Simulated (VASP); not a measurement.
# Cu (I4/mmm) in VASP: further runs

Cu is run at these levels: LDA; tasks: single point.

Everything below comes from runs of VASP 6.6.1. Logs are shortened: lines on timing, memory, paths and dates and some standing lists are left out, and cuts for length are marked.

### Step 1. The cell of the first run

The structure is tetragonal, space group I4/mmm (No. 139). Conventional cell: a = 3.046 Å, b = 3.046 Å, c = 2.470 Å, α = 90.00°, β = 90.00°, γ = 90.00°. Cu (site symmetry 4/mmm) has 14 Cu at 2.47 to 3.05 Å within 3.3 Å.

### Step 2. Single point, LDA

INCAR

```
SYSTEM = Cu
PREC     = Accurate       ! precision mode
ENCUT    = 520            ! plane-wave cutoff, eV
EDIFF    = 1E-6           ! SCF threshold, eV
ISMEAR   = 0              ! smearing method
SIGMA    = 0.15           ! smearing width, eV
LREAL    = .FALSE.        ! projectors in reciprocal space
LASPH    = .TRUE.         ! aspherical terms in the spheres
NELM     = 60             ! most SCF steps
ALGO     = Fast           ! electronic algorithm
ISIF     = 2              ! what is computed and relaxed
LWAVE    = .FALSE.        ! write WAVECAR
LCHARG   = .FALSE.        ! write CHGCAR
GGA      = CA             ! functional
NBANDS   = 12             ! bands
```

KPOINTS

```
regular mesh
0
G
  26 26 26
  0 0 0
```

POSCAR

```
Cu
1.0
   -1.5231095727      1.5231095727      1.2347814342
    1.5231095727     -1.5231095727      1.2347814342
    1.5231095727      1.5231095727     -1.2347814342
Cu
1
Direct
    0.0000000000      0.0000000000      0.0000000000
```

Potentials or basis: VASP PAW LDA potentials, release 64 (Cu).

Started as:

```bash
$ cat potpaw_LDA.64/Cu/POTCAR > POTCAR
$ mpirun -np 1 vasp_std > vasp.out
```

OUTCAR:

```text
SYSTEM = Cu
   PREC = Accurate
   ENCUT = 520
   EDIFF = 1E-6
   ISMEAR = 0
   LREAL = .FALSE.
   LASPH = .TRUE.
   NELM = 60
   ISIF = 2
   GGA = CA

 ion  position               nearest neighbor table
   1  0.000  0.000  0.000-

  LATTYP: Found a body centered tetragonal cell.
 ALAT       =     3.0462191454
 C/A-ratio  =     0.8106977044

  Lattice vectors:

 A1 = (  -1.5231095727,   1.5231095727,   1.2347814342)
 A2 = (   1.5231095727,  -1.5231095727,   1.2347814342)
 A3 = (   1.5231095727,   1.5231095727,  -1.2347814342)

Analysis of symmetry for initial positions (statically):
=====================================================================
 Subroutine PRICEL returns:
 Original cell was already a primitive cell.

 Routine SETGRP: Setting up the symmetry group for a
 body centered tetragonal supercell.

 Subroutine GETGRP returns: Found 16 space group operations
 (whereof 16 operations were pure point group operations)
 out of a pool of 16 trial point group operations.

The static configuration has the point symmetry D_4h.

Analysis of symmetry for dynamics (positions and initial velocities):
=====================================================================
 Subroutine PRICEL returns:
 Original cell was already a primitive cell.

 Routine SETGRP: Setting up the symmetry group for a
 body centered tetragonal supercell.

 Subroutine GETGRP returns: Found 16 space group operations
 (whereof 16 operations were pure point group operations)
 out of a pool of 16 trial point group operations.

The dynamic configuration has the point symmetry D_4h.

 Subroutine INISYM returns: Found 16 space group operations
 (whereof 16 operations are pure point group operations),
 and found     1 'primitive' translations

----------------------------------------------------------------------------------------

                                     Primitive cell

  volume of cell :      11.4581

  direct lattice vectors                    reciprocal lattice vectors
    -1.523109573  1.523109573  1.234781434     0.000000000  0.328275791  0.404929963
     1.523109573 -1.523109573  1.234781434     0.328275791  0.000000000  0.404929963
     1.523109573  1.523109573 -1.234781434     0.328275791  0.328275791  0.000000000

  length of vectors
     2.482823137  2.482823137  2.482823137     0.521280414  0.521280414  0.464252076

  position of ions in fractional coordinates (direct lattice)
     0.000000000  0.000000000  0.000000000

  ion indices of the primitive-cell ions
   primitive index   ion index
                 1           1

----------------------------------------------------------------------------------------

 KPOINTS: regular mesh

Automatic generation of k-mesh.
 Grid dimensions read from file:
 generate k-points for:   26   26   26

 Generating k-lattice:

  Cartesian coordinates                     Fractional coordinates (reciprocal lattice)
     0.000000000  0.012625992  0.015574229     0.038461538  0.000000000  0.000000000
     0.012625992  0.000000000  0.015574229     0.000000000  0.038461538  0.000000000
     0.012625992  0.012625992  0.000000000     0.000000000  0.000000000  0.038461538

  Length of vectors
     0.020049247  0.020049247  0.017855849

  Shift w.r.t. Gamma in fractional coordinates (k-lattice)
     0.000000000  0.000000000  0.000000000

 Subroutine IBZKPT returns following result:
 ===========================================

 Found   1330 irreducible k-points:

 Following reciprocal coordinates:
            Coordinates               Weight
  0.000000  0.000000  0.000000      1.000000
  0.038462  0.000000 -0.000000      8.000000
  0.076923  0.000000 -0.000000      8.000000
  0.115385  0.000000  0.000000      8.000000
  0.153846  0.000000 -0.000000      8.000000
  0.192308  0.000000 -0.000000      8.000000
[... 16 lines left out ...]
  0.346154  0.038462 -0.000000     16.000000
  0.384615  0.038462 -0.000000     16.000000
 [... further k-points ...]
   k-points           NKPTS =   1330   k-points in BZ     NKDIM =   1330   number of bands    NBANDS=     12
   number of dos      NEDOS =    301   number of ions     NIONS =      1
   total plane-waves  NPLWV =   5832
   dimension x,y,z NGX =    18 NGY =   18 NGZ =   18
   dimension x,y,z NGXF=    36 NGYF=   36 NGZF=   36
   ions per type =               1
   NGX,Y,Z   is equivalent  to a cutoff of  12.05, 12.05, 12.05 a.u.
   NGXF,Y,Z  is equivalent  to a cutoff of  24.11, 24.11, 24.11 a.u.
 SYSTEM =  Cu
   PREC   = accura    normal or accurate (medium, high low for compatibility)
   ISTART =      0    job   : 0-new  1-cont  2-samecut
   ICHARG =      2    charge: 1-file 2-atom 10-const
   ISPIN  =      1    spin polarized calculation?
   LNONCOLLINEAR =      F non collinear calculations
   LSORBIT =      F    spin-orbit coupling
   LASPH  =      T    aspherical Exc in radial PAW
   ENCUT  =  520.0 eV  38.22 Ry    6.18 a.u.   4.62  4.62  4.62*2*pi/ulx,y,z
   NELM   =     60;   NELMIN=  2; NELMDL= -5     # of ELM steps
   EDIFF  = 0.1E-05   stopping-criterion for ELM
   LREAL  =      F    real-space projection
   EDIFFG = 0.1E-04   stopping-criterion for IOM
   NSW    =      0    number of steps for IOM
   IBRION =     -1    ionic relax: 0-MD 1-quasi-New 2-CG
   NFREE  =      0    steps in history (QN), initial steepest desc. (CG)
   ISIF   =      2    stress and relaxation
   ISYM   =      2    0-nonsym 1-usesym 2-fastsym
   POTIM  = 0.5000    time-step for ionic-motion
   TEBEG  =    0.0;   TEEND  =   0.0 temperature during run
   PSTRESS=    0.0 pullay stress
   NELECT =      11.0000    total number of electrons
   NUPDOWN=      -1.0000    fix difference up-down
   EMIN   =  10.00;   EMAX   =-10.00  energy-range for DOS
   EFERMI =   0.00;   METHOD = LEGACY
   ISMEAR =     0;   SIGMA  =   0.15  broadening in eV -4-tet -1-fermi 0-gaus
   EFERMI_NEDOS =   21; number of points for ismear=-14 and -15
   IALGO  =     68    algorithm
   IMIX   =      4    mixing-type and parameters
     AMIX     =   0.40;   BMIX     =  1.00
     AMIX_MAG =   1.60;   BMIX_MAG =  1.00
  volume/ion in A,a.u.               =      11.46        77.32
  Fermi-wavevector in a.u.,A,eV,Ry     =   1.614984  3.051878 35.486359  2.608174
  Thomas-Fermi vector in A             =   2.709805
   LORBIT       =      0    0 simple, 1 ext, 2 COOP (PROOUT), +10 PAW based schemes
   GGA     = CA    functional components
   LHFCALC =     F    Hartree Fock is set to
   AEXX    =    0.0000 exact exchange contribution
   IVDW    =     0    specifies the selected vdW correction
   LEPSILON=     F    determine dielectric tensor
   LRPA    =     F    only Hartree local field effects (RPA)
 non-spin polarized calculation
 RMM-DIIS sequential band-by-band and
 Gauss-broadening in eV      SIGMA  =   0.15
  energy-cutoff  :      520.00
  volume of cell :       11.46
 maximum number of plane-waves:       321
   NGX =  9   NGY =  9   NGZ =  9

 number of electron      10.9999980 magnetization

 Free energy of the ion-electron system (eV)
  ---------------------------------------------------
  ext. energy  EPLUGINS =         0.00000000
  ---------------------------------------------------
  free energy    TOTEN  =        -4.63872353 eV

  energy without entropy =       -4.63445624  energy(sigma->0) =       -4.63658988

 E-fermi :   7.7544     XC(G=0): -13.2706

 val. band max:        7.7522519140   @ k =  -0.1538  -0.3462   0.1154
 cond. band min:       7.7627370926   @ k =  -0.3462   0.5000   0.0385
 fundamental gap:      0.0104851786
 Fermi energy:         7.7544229497

 k-point     1 :       0.0000    0.0000    0.0000
  band No.  band energies     occupation
      1      -1.8507      2.00000
      2       3.9642      2.00000
      3       4.8057      2.00000
      4       4.9223      2.00000
      5       4.9223      2.00000
      6       5.8610      2.00000
      7      29.7391      0.00000
      8      29.7391      0.00000
      9      33.5634      0.00000
     10      34.9189      0.00000
     11      37.3625      0.00000
     12      37.7915      0.00000

 k-point     2 :       0.0385    0.0000   -0.0000
  band No.  band energies     occupation
      1      -1.7864      2.00000
      2       3.9757      2.00000
      3       4.8158      2.00000
      4       4.9156      2.00000
      5       4.9171      2.00000
      6       5.8503      2.00000
      7      29.5337      0.00000
      8      29.5870      0.00000
      9      33.8228      0.00000
     10      35.0387      0.00000
     11      36.2023      0.00000
     12      37.3622      0.00000

 k-point     3 :       0.0769    0.0000   -0.0000
  band No.  band energies     occupation
      1      -1.5946      2.00000
      2       4.0056      2.00000
      3       4.8203      2.00000
      4       4.9067      2.00000
      5       4.9218      2.00000
      6       5.8203      2.00000
      7      29.0441      0.00000
      8      29.1787      0.00000
      9      33.9873      0.00000
     10      34.3366      0.00000
     11      35.2973      0.00000
     12      36.3142      0.00000

 k-point     4 :       0.1154    0.0000    0.0000
  band No.  band energies     occupation
      1      -1.2788      2.00000
      2       4.0387      2.00000
      3       4.7742      2.00000
      4       4.9072      2.00000
      5       4.9868      2.00000
      6       5.7757      2.00000
      7      28.4470      0.00000
      8      28.5992      0.00000
      9      31.6674      0.00000
     10      34.0985      0.00000
     11      35.2324      0.00000
     12      36.5094      0.00000

 k-point     5 :       0.1538    0.0000   -0.0000
  band No.  band energies     occupation
      1      -0.8460      2.00000
      2       4.0515      2.00000
      3       4.6996      2.00000
      4       4.9431      2.00000
      5       5.0919      2.00000
      6       5.7230      2.00000
      7      27.8286      0.00000
      8      27.8663      0.00000
      9      29.4254      0.00000
     10      33.0935      0.00000
     11      34.5499      0.00000
     12      36.8015      0.00000
[... 228 lines left out ...]
      1       1.3966      2.00000
      2       3.8126      2.00000
      3       4.6094      2.00000
      4       5.4790      2.00000
      5       5.5186      2.00000
      6       5.6873      2.00000
      7      21.1850      0.00000
      8      25.4516      0.00000
      9      26.5026      0.00000
     10      29.5072      0.00000
     11      32.0831      0.00000
     12      37.2980      0.00000

 k-point    22 :       0.3077    0.0385   -0.0000
  band No.  band energies     occupation
      1       1.9472      2.00000
      2       3.7098      2.00000
      3       4.8612      2.00000
      4       5.4910      2.00000
      5       5.7196      2.00000
      6       5.8380      2.00000
      7      19.1848      0.00000
      8      24.9544      0.00000
      9      25.6561      0.00000
     10      29.1292      0.00000
     11      31.7489      0.00000
     12      37.6823      0.00000

 k-point    23 :       0.3462    0.0385   -0.0000
  band No.  band energies     occupation
      1       2.3076      2.00000
      2       3.6166      2.00000
      3       5.2779      2.00000
      4       5.5141      2.00000
      5       5.9557      2.00000
      6       6.0381      2.00000
      7      17.3104      0.00000
      8      24.5372      0.00000
      9      24.9120      0.00000
     10      28.8474      0.00000
     11      31.5351      0.00000
     12      38.0466      0.00000

 k-point    24 :       0.3846    0.0385   -0.0000
  band No.  band energies     occupation
      1       2.4857      2.00000
      2       3.5411      2.00000
      3       5.4045      2.00000
      4       5.7947      2.00000
      5       6.0677      2.00000
      6       6.5802      2.00000
      7      15.6150      0.00000
      8      24.2139      0.00000
      9      24.2991      0.00000
     10      28.6560      0.00000
     11      31.4210      0.00000
     12      38.4032      0.00000

 [... further k-points ...]

------------------------ aborting loop because EDIFF is reached ----------------------------------------

  FORCE on cell =-STRESS in cart. coord.  units (eV):
  Direction    XX          YY          ZZ          XY          YZ          ZX
  --------------------------------------------------------------------------------------
  -------------------------------------------------------------------------------------
  Total       -0.5639814     -0.5639814      0.0584440      0.0000000      0.0000000      0.0000000
  in kB      -78.8611264    -78.8611264      8.1721826      0.0000000      0.0000000      0.0000000
  external PRESSURE =     -49.8500234 kB  Pullay stress =       0.0000000 kB

 VOLUME and BASIS-vectors are now :
 -----------------------------------------------------------------------------
  energy-cutoff  :      520.00
  volume of cell :       11.46
      direct lattice vectors                 reciprocal lattice vectors
    -1.523109573  1.523109573  1.234781434     0.000000000  0.328275791  0.404929963
     1.523109573 -1.523109573  1.234781434     0.328275791  0.000000000  0.404929963
     1.523109573  1.523109573 -1.234781434     0.328275791  0.328275791  0.000000000

 POSITION                                       TOTAL-FORCE (eV/Angst)
 -----------------------------------------------------------------------------------
      0.00000      0.00000      0.00000         0.000000     -0.000000      0.000000
 -----------------------------------------------------------------------------------
    total drift:                                0.000000      0.000000      0.000000

  FREE ENERGIE OF THE ION-ELECTRON SYSTEM (eV)
  ---------------------------------------------------
  free  energy   TOTEN  =        -4.6387235255 eV

  energy  without entropy=       -4.6344562380  energy(sigma->0) =       -4.63658988
```

It took 96 s on 1 thread of Intel Xeon Platinum 8488C (Sapphire Rapids), shared host; peak memory 0.27 GiB.

Results:

```yaml
Free_energy: -4.6387 eV
Pressure: -5.0 GPa
Band_gap_on_the_k_mesh: zero (an odd number of electrons rules out a gap without spin polarisation)
```

Caveat: the cell stands under tension.

### Step 3. Single point, LDA

INCAR

```
SYSTEM = Cu
  PREC = Accurate
  ENCUT = 520
  EDIFF = 1E-7
  ISMEAR = 0
  SIGMA = 0.15
  LREAL = .False.
  LASPH = .True.
  NELM = 80
  ALGO = Fast
  ISIF = 2
  LWAVE = .False.
  LCHARG = .True.
  GGA = CA
  LELF = .True.
  LVHAR = .True.
  NBANDS = 12
```

KPOINTS

```
regular mesh
0
Gamma
  26 26 26
  0 0 0
```

POSCAR

```
Cu
1.0
   -1.3577204963      1.3577204963      1.5539306677
    1.3577204963     -1.3577204963      1.5539306677
    1.3577204963      1.3577204963     -1.5539306677
Cu
1
Direct
    0.0000000000      0.0000000000      0.0000000000
```

Potentials or basis: VASP PAW LDA potentials, release 64 (Cu).

Started as:

```bash
$ cat potpaw_LDA.64/Cu/POTCAR > POTCAR
$ mpirun -np 1 vasp_std > vasp.out
```

Run time: 1.7 min. Hardware: 1 thread of Intel Xeon Platinum 8488C (Sapphire Rapids), shared host; peak memory 0.27 GiB.

It converged, with:

```
Free energy            : -4.6678 eV
Pressure               : -6.9 GPa
Band gap on the k mesh : zero (an odd number of electrons rules out a gap without spin polarisation)
```

Stress tensor (GPa, compression positive):
```
-7.88  0.00  0.00
 0.00 -7.88  0.00
 0.00  0.00 -4.82
```

Levels at points of the mesh, in eV from the Fermi level:
```
           k point  band 4  band 5  band 6  band 7  band 8  band 9
(0.00, 0.00, 0.00)   -2.88   -2.51   -2.02   23.83   25.65   25.65
(0.50, 0.00, 0.00)   -1.96   -1.49   -0.92    4.09   19.07   19.27
(0.50, 0.50, 0.00)   -1.89   -1.39    0.08    5.51   15.48   15.63
(0.50, 0.50, 0.50)   -1.55   -1.55    5.16   10.06   10.06   11.45
```

Caveat: the cell stands under tension.

### Step 4. Single point, LDA

INCAR

```
PREC = Accurate
ENCUT = 520
EDIFF = 1E-7
ISMEAR = 0
SIGMA = 0.15
LREAL = False
LASPH = True
NELM = 100
ALGO = Fast
ISIF = 2
LWAVE = False
LCHARG = False
GGA = CA
NBANDS = 12
```

KPOINTS

```
regular mesh
0
Gamma
  26 26 26
```

POSCAR

```
Cu
1.0
   -1.4834566068      1.4834566068      1.3016753842
    1.4834566068     -1.4834566068      1.3016753842
    1.4834566068      1.4834566068     -1.3016753842
Cu
1
Direct
    0.0000000000      0.0000000000      0.0000000000
```

Started as:

```bash
$ cat potpaw_LDA.64/Cu/POTCAR > POTCAR
$ mpirun -np 1 vasp_std > vasp.out
```

Wall time 1.8 min (1 thread of Intel Xeon Platinum 8488C (Sapphire Rapids), shared host); peak memory 0.27 GiB.

The run converged. Its results:

```yaml
Free_energy: -4.6573 eV
Pressure: -6.3 GPa
Band_gap_on_the_k_mesh: zero (an odd number of electrons rules out a gap without spin polarisation)
```

Stress tensor (GPa, compression positive):
```
-6.92  0.00  0.00
 0.00 -6.92  0.00
 0.00  0.00 -5.16
```

Levels at points of the mesh, in eV from the Fermi level:
| k point | band 3 | band 4 | band 5 | band 6 | band 7 | band 8 | band 9 | band 10 |
| --- | --- | --- | --- | --- | --- | --- | --- | --- |
| (0.00, 0.00, 0.00) | -3.02 | -3.02 | -2.58 | -1.96 | 23.54 | 23.54 | 27.42 | 27.78 |
| (0.50, 0.00, 0.00) | -2.26 | -1.78 | -1.45 | -0.25 | 5.06 | 16.66 | 16.74 | 20.85 |
| (0.50, 0.50, 0.00) | -2.67 | -2.22 | -1.48 | -1.28 | 3.56 | 20.30 | 20.68 | 24.16 |
| (0.50, 0.50, 0.50) | -1.64 | -1.64 | -1.51 | 6.67 | 6.67 | 11.90 | 12.68 | 13.26 |

Caveat: the cell stands under tension.

### Step 5. Summary

| cell | further INCAR settings | gap on the mesh (eV) | pressure (GPa) |
| --- | --- | --- | --- |
| a = 2.483 Å, angles 104.3, 104.3, 120.4°, 1 atom | ALGO = Fast; EDIFF = 1e-06; NBANDS = 12 | none | -5.0 |
| a = 2.470 Å, angles 113.3, 113.3, 102.0°, 1 atom | ALGO = Fast; EDIFF = 1e-07; NBANDS = 12 | none | -6.9 |
| a = 2.469 Å, angles 106.1, 106.1, 116.4°, 1 atom | ALGO = Fast; EDIFF = 1e-07; NBANDS = 12 | none | -6.3 |

Alike in all rows: task single point; level LDA; potentials or basis VASP PAW LDA potentials, release 64 (Cu); no spin polarisation; k mesh 26 × 26 × 26; cutoff (eV) 520; smearing gaussian 0.15 eV.

Caveats: the cell stands under tension.

Absolute energies hang on the potentials; compare differences alone.
